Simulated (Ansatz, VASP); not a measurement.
# ZnO in VASP and in Ansatz

```
CELL_PARAMETERS angstrom
3.03349 0.00000 0.00000
0.00000 3.03349 0.00000
0.00000 0.00000 5.39954
ATOMIC_POSITIONS crystal
Zn 0.00000 0.50000 0.00000
Zn 0.50000 0.00000 0.50000
O 0.50000 0.50000 0.25000
O 0.50000 0.50000 0.75000
```

Change from the starting cell: ordered vacancies on the anion sites of fluorite (P4_2/mmc, No. 131).

Alike in both runs: task single point; functional PBE; k mesh 6 × 6 × 4; occupations gaussian, width 0.1 eV; collinear spin.

|  | VASP | Ansatz |
| --- | --- | --- |
| version | VASP 6.6.1 | Ansatz 0.2.0 |
| potentials or method | VASP PAW PBE potentials, release 64 (Zn, O), cutoff 520 eV | scalar-relativistic, plane waves, PAW |
| valence electrons in the cell | 36 | 36 |

|  | VASP | Ansatz | Ansatz less VASP |
| --- | --- | --- | --- |
| gap on the k mesh at the Fermi level (eV) | none | none | - |
| pressure (GPa) | 0.7 | -0.2 | -0.85 |
| traceless stress, the component that is largest in VASP (GPa) | 0.60 | 0.34 | -0.267 |
| net moment per atom (μB) | 0.00 | 0.00 | 0.000 |

A gap of «none» marks a metal or a gap that the smearing closes. Ansatz's warnings: seeded moment not kept.
